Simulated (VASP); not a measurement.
# CuCl (F-43m) in VASP: further runs, part 2 of 2

VASP 6.6.1. Earlier steps stand in the parts before.

### 3 G0W0 quasiparticle levels, PBE

The input, POSCAR:

```
CuCl
1.0
    0.0000000000      2.7100000000      2.7100000000
    2.7100000000      0.0000000000      2.7100000000
    2.7100000000      2.7100000000      0.0000000000
Cu Cl
1 1
Direct
    0.0000000000      0.0000000000      0.0000000000
    0.2500000000      0.2500000000      0.2500000000
```

The input, INCAR.step1:

```
ALGO     = Normal         # electronic algorithm
EDIFF    = 1E-8           # SCF threshold, eV
ENCUT    = 500            # plane-wave cutoff, eV
GGA      = PE             # functional
ISMEAR   = 0              # smearing method
LASPH    = True           # aspherical terms in the spheres
LCHARG   = False          # write CHGCAR
LREAL    = False          # projectors in reciprocal space
LWAVE    = True           # write WAVECAR
NELM     = 100            # most SCF steps
PREC     = Accurate       # precision mode
SIGMA    = 0.01           # smearing width, eV
```

The input, INCAR.step2:

```
ALGO     = Exact          # electronic algorithm
EDIFF    = 1E-8           # SCF threshold, eV
ENCUT    = 500            # plane-wave cutoff, eV
GGA      = PE             # functional
ISMEAR   = 0              # smearing method
ISTART   = 1            
LASPH    = True           # aspherical terms in the spheres
LCHARG   = False          # write CHGCAR
LOPTICS  = True           # frequency-dependent dielectric function
LREAL    = False          # projectors in reciprocal space
LWAVE    = True           # write WAVECAR
NBANDS   = 281            # bands
NELM     = 1              # most SCF steps
PREC     = Accurate       # precision mode
SIGMA    = 0.01           # smearing width, eV
```

The input, INCAR.step3:

```
ALGO     = EVGW0          # electronic algorithm
EDIFF    = 1E-8           # SCF threshold, eV
ENCUT    = 500            # plane-wave cutoff, eV
ENCUTGW  = 143.3          # cutoff of the response function
GGA      = PE             # functional
ISMEAR   = 0              # smearing method
ISTART   = 1            
LASPH    = True           # aspherical terms in the spheres
LCHARG   = False          # write CHGCAR
LREAL    = False          # projectors in reciprocal space
LWAVE    = False          # write WAVECAR
NBANDS   = 281            # bands
NBANDSGW = 17           
NELMGW   = 1            
NOMEGA   = 48             # frequency points
PREC     = Accurate       # precision mode
PRECFOCK = Fast         
SIGMA    = 0.01           # smearing width, eV
```

The input, KPOINTS:

```
k-points
0
Gamma
  2 2 2
```

Potentials or basis: VASP PAW PBE potentials, release 64 (Cu_GW, Cl_GW).

Launch:

```bash
$ cat potpaw_PBE.64/Cu_GW/POTCAR potpaw_PBE.64/Cl_GW/POTCAR > POTCAR
$ cp INCAR.step1 INCAR
$ mpirun -np 1 vasp_std > vasp.out
$ cp INCAR.step2 INCAR
$ mpirun -np 1 vasp_std > vasp.out
$ cp INCAR.step3 INCAR
$ mpirun -np 1 vasp_std > vasp.out
```

OUTCAR:

```text
EDIFF = 1E-8
   ENCUT = 500
   ENCUTGW = 143.3
   GGA = PE
   ISMEAR = 0
   ISTART = 1
   LASPH = True
   LREAL = False
   NELMGW = 1
   PREC = Accurate
   PRECFOCK = Fast

 ion  position               nearest neighbor table
   1  0.000  0.000  0.000-   2 2.35   2 2.35   2 2.35   2 2.35
   2  0.250  0.250  0.250-   1 2.35   1 2.35   1 2.35   1 2.35

  LATTYP: Found a face centered cubic cell.
 ALAT       =     5.4200000000

  Lattice vectors:

 A1 = (   0.0000000000,   2.7100000000,   2.7100000000)
 A2 = (   2.7100000000,   0.0000000000,   2.7100000000)
 A3 = (   2.7100000000,   2.7100000000,   0.0000000000)

Analysis of symmetry for initial positions (statically):
=====================================================================
 Subroutine PRICEL returns:
 Original cell was already a primitive cell.

 Routine SETGRP: Setting up the symmetry group for a
 face centered cubic supercell.

 Subroutine GETGRP returns: Found 24 space group operations
 (whereof 24 operations were pure point group operations)
 out of a pool of 48 trial point group operations.

The static configuration has the point symmetry T_d .

Analysis of symmetry for dynamics (positions and initial velocities):
=====================================================================
 Subroutine PRICEL returns:
 Original cell was already a primitive cell.

 Routine SETGRP: Setting up the symmetry group for a
 face centered cubic supercell.

 Subroutine GETGRP returns: Found 24 space group operations
 (whereof 24 operations were pure point group operations)
 out of a pool of 48 trial point group operations.

The dynamic configuration has the point symmetry T_d .

 Subroutine INISYM returns: Found 24 space group operations
 (whereof 24 operations are pure point group operations),
 and found     1 'primitive' translations

----------------------------------------------------------------------------------------

                                     Primitive cell

  volume of cell :      39.8050

  direct lattice vectors                    reciprocal lattice vectors
     0.000000000  2.710000000  2.710000000    -0.184501845  0.184501845  0.184501845
     2.710000000  0.000000000  2.710000000     0.184501845 -0.184501845  0.184501845
     2.710000000  2.710000000  0.000000000     0.184501845  0.184501845 -0.184501845

  length of vectors
     3.832518754  3.832518754  3.832518754     0.319566570  0.319566570  0.319566570

  position of ions in fractional coordinates (direct lattice)
     0.000000000  0.000000000  0.000000000
     0.250000000  0.250000000  0.250000000

  ion indices of the primitive-cell ions
   primitive index   ion index
                 1           1
                 2           2

----------------------------------------------------------------------------------------

 KPOINTS: k-points

Automatic generation of k-mesh.
 Grid dimensions read from file:
 generate k-points for:    2    2    2

 Generating k-lattice:

  Cartesian coordinates                     Fractional coordinates (reciprocal lattice)
    -0.092250923  0.092250923  0.092250923     0.500000000  0.000000000  0.000000000
     0.092250923 -0.092250923  0.092250923     0.000000000  0.500000000  0.000000000
     0.092250923  0.092250923 -0.092250923     0.000000000  0.000000000  0.500000000

  Length of vectors
     0.159783285  0.159783285  0.159783285

  Shift w.r.t. Gamma in fractional coordinates (k-lattice)
     0.000000000  0.000000000  0.000000000

 Subroutine IBZKPT returns following result:
 ===========================================

 Found      3 irreducible k-points:

 Following reciprocal coordinates:
            Coordinates               Weight
  0.000000  0.000000  0.000000      1.000000
  0.500000  0.000000  0.000000      4.000000
  0.500000  0.500000  0.000000      3.000000
   k-points           NKPTS =      3   k-points in BZ     NKDIM =      8   number of bands    NBANDS=    281
   number of dos      NEDOS =    301   number of ions     NIONS =      2
   total plane-waves  NPLWV =  21952
   dimension x,y,z NGX =    28 NGY =   28 NGZ =   28
   dimension x,y,z NGXF=    56 NGYF=   56 NGZF=   56
   ions per type =               1   1
   NGX,Y,Z   is equivalent  to a cutoff of  12.15, 12.15, 12.15 a.u.
   NGXF,Y,Z  is equivalent  to a cutoff of  24.29, 24.29, 24.29 a.u.
 SYSTEM =  unknown system
   PREC   = accura    normal or accurate (medium, high low for compatibility)
   ISTART =      1    job   : 0-new  1-cont  2-samecut
   ICHARG =      0    charge: 1-file 2-atom 10-const
   ISPIN  =      1    spin polarized calculation?
   LNONCOLLINEAR =      F non collinear calculations
   LSORBIT =      F    spin-orbit coupling
   LASPH  =      T    aspherical Exc in radial PAW
   ENCUT  =  500.0 eV  36.75 Ry    6.06 a.u.   6.99  6.99  6.99*2*pi/ulx,y,z
   NELM   =     60;   NELMIN=  2; NELMDL=  0     # of ELM steps
   EDIFF  = 0.1E-07   stopping-criterion for ELM
   LREAL  =      F    real-space projection
   EDIFFG = 0.1E-06   stopping-criterion for IOM
   NSW    =      0    number of steps for IOM
   IBRION =     -1    ionic relax: 0-MD 1-quasi-New 2-CG
   NFREE  =      0    steps in history (QN), initial steepest desc. (CG)
   ISIF   =      0    stress and relaxation
   ISYM   =      3    0-nonsym 1-usesym 2-fastsym
   POTIM  = 0.5000    time-step for ionic-motion
   TEBEG  =    0.0;   TEEND  =   0.0 temperature during run
   PSTRESS=    0.0 pullay stress
   NELECT =      18.0000    total number of electrons
   NUPDOWN=      -1.0000    fix difference up-down
   EMIN   =  10.00;   EMAX   =-10.00  energy-range for DOS
   EFERMI =   0.00;   METHOD = LEGACY
   ISMEAR =     0;   SIGMA  =   0.01  broadening in eV -4-tet -1-fermi 0-gaus
   EFERMI_NEDOS =   21; number of points for ismear=-14 and -15
   IALGO  =     38    algorithm
   IMIX   =      4    mixing-type and parameters
     AMIX     =   0.40;   BMIX     =  1.00
     AMIX_MAG =   1.60;   BMIX_MAG =  1.00
  volume/ion in A,a.u.               =      19.90       134.31
  Fermi-wavevector in a.u.,A,eV,Ry     =   1.256569  2.374571 21.483135  1.578966
  Thomas-Fermi vector in A             =   2.390271
   LORBIT       =      0    0 simple, 1 ext, 2 COOP (PROOUT), +10 PAW based schemes
   GGA     = PE    functional components
   LHFCALC =     T    Hartree Fock is set to
   PRECFOCK=fast      Normal, Fast or Accurate (Low or Medium for compatibility)
   ENCUT4O =  -1.0   cutoff for four orbital integrals eV
   NKREDX  =     1    reduce k-point grid by
   NKREDY  =     1    reduce k-point grid by
   NKREDZ  =     1    reduce k-point grid by
   AEXX    =    1.0000 exact exchange contribution
   HFSCREEN=    0.0000 screening length (either q_TF or 0.3 A-1)
   HFSCREENC=   0.0000 screening length for correlation (either q_TF or 0.3 A-1)
   ENCUTFOCK=  -1.0 apply spherical cutoff to Coloumb kernel
   IVDW    =     0    specifies the selected vdW correction
   LEPSILON=     F    determine dielectric tensor
   LRPA    =     F    only Hartree local field effects (RPA)
   LRPAFORCE           =     F    calculate RPA forces
   ENCUTGW             = 143.3    cutoff for response function in eV
   ENCUTGWSOFT         = 114.6    soft cutoff for Coulomb kernel in GW response function in eV
   ENCUTLF             =  -1.0    cutoff for local field effects
   NELMGW              =     1    number of iterations in solving QP/BSE equation
   NELMHF              =     1    number of iterations in the inner HF iteration
   NKREDLFX            =     1    NKREDLFY  =   1   NKREDLFZ  =   1
 non-spin polarized calculation
 Gauss-broadening in eV      SIGMA  =   0.01
  energy-cutoff  :      500.00
  volume of cell :       39.81
 maximum number of plane-waves:      1008
 NGX is ok and might be reduce to    28
  NGX = 16; NGY = 16; NGZ = 16
   NGX = 13   NGY = 13   NGZ = 13
 maximum number of plane-waves:       169

 QP shifts <psi_nk| G(iteration)W_0 |psi_nk>: iteration 1
 for sc-GW calculations column KS-energies equals QP-energies in previous step
 and V_xc(KS)=  KS-energies - (<T + V_ion + V_H > + <T+V_H+V_ion>^1  + <V_x>^1)

 k-point   1 :       0.0000    0.0000    0.0000
  band No.  KS-energies  QP-energies   sigma(KS)   V_xc(KS)     V^pw_x(r,r')   Z            occupation Imag(sigma)

      1     -13.7555     -14.2488     -15.6838     -14.9016     -24.1383       0.6306       2.0000       1.3249
      2      -1.7574      -2.4930     -16.4276     -15.2945     -21.7283       0.6492       2.0000       0.3685
      3      -1.7574      -2.4930     -16.4276     -15.2945     -21.7283       0.6492       2.0000       0.3685
      4      -1.7574      -2.4930     -16.4276     -15.2945     -21.7283       0.6492       2.0000       0.3685
      5       1.4424       0.7732     -20.0619     -18.9287     -28.5375       0.5906       2.0000       0.0679
      6       1.4424       0.7732     -20.0619     -18.9287     -28.5375       0.5906       2.0000       0.0679
[... 9 lines left out ...]
     16      15.7785      15.5252      -8.2568      -7.8994      -2.0310       0.7086       0.0000      -0.6295
     17      17.5891      17.2985      -8.2632      -7.8463      -2.4853       0.6972       0.0000      -0.7214

 k-point   2 :       0.5000    0.0000    0.0000
  band No.  KS-energies  QP-energies   sigma(KS)   V_xc(KS)     V^pw_x(r,r')   Z            occupation Imag(sigma)

      1     -13.2994     -13.7486     -16.1114     -15.3588     -24.4909       0.5968       2.0000       1.1642
      2      -3.4421      -4.3362     -13.7874     -12.4393     -17.4168       0.6632       2.0000       0.3103
      3      -1.7275      -2.4742     -16.1838     -15.0296     -21.0479       0.6470       2.0000       0.3193
      4      -1.7275      -2.4742     -16.1838     -15.0296     -21.0479       0.6470       2.0000       0.3193
      5       1.5132       0.8482     -20.1842     -19.0612     -28.7116       0.5921       2.0000       0.0605
      6       1.5132       0.8482     -20.1842     -19.0612     -28.7116       0.5921       2.0000       0.0605
[... 9 lines left out ...]
     16      15.7813      16.3015     -11.7053     -12.4488      -5.8038       0.6996       0.0000      -0.4256
     17      17.3698      17.7919     -11.0573     -11.6792      -4.8645       0.6787       0.0000      -0.5713

 k-point   3 :       0.5000    0.5000    0.0000
  band No.  KS-energies  QP-energies   sigma(KS)   V_xc(KS)     V^pw_x(r,r')   Z            occupation Imag(sigma)

      1     -13.1532     -13.5964     -16.2449     -15.5024     -24.6008       0.5970       2.0000       1.1167
      2      -3.3968      -4.2491     -14.1655     -12.8738     -18.1162       0.6598       2.0000       0.3537
      3      -1.8512      -2.6691     -15.5427     -14.3146     -19.5791       0.6659       2.0000       0.2735
      4      -1.8512      -2.6691     -15.5427     -14.3146     -19.5791       0.6659       2.0000       0.2735
      5       1.3341       0.6641     -18.8402     -17.7128     -26.9422       0.5943       2.0000       0.1264
      6       1.5639       0.9197     -19.4516     -18.3824     -27.2896       0.6025       2.0000       0.0574
[... 9 lines left out ...]
     16      16.6390      17.1059     -11.7276     -12.4222      -5.8104       0.6722       0.0000      -0.4619
     17      16.6390      17.1059     -11.7276     -12.4222      -5.8104       0.6722       0.0000      -0.4619
```

It took 40 s on 1 thread of Intel Xeon Platinum 8259CL at 2.50GHz (Skylake/Cascade Lake), shared host; peak memory 0.25 GiB.

Results:

```
Quasiparticle gap                                   : 1.23 eV
Least direct quasiparticle gap                      : 1.23 eV
Band gap of the starting levels on the mesh         : 0.62 eV
Least direct gap of the starting levels on the mesh : 0.62 eV
```

Caveat: the k points lie up to 1.00 Å⁻¹ apart; bands, screening cutoff and mesh are small and nothing is extrapolated, so the quasiparticle values aren't converged.
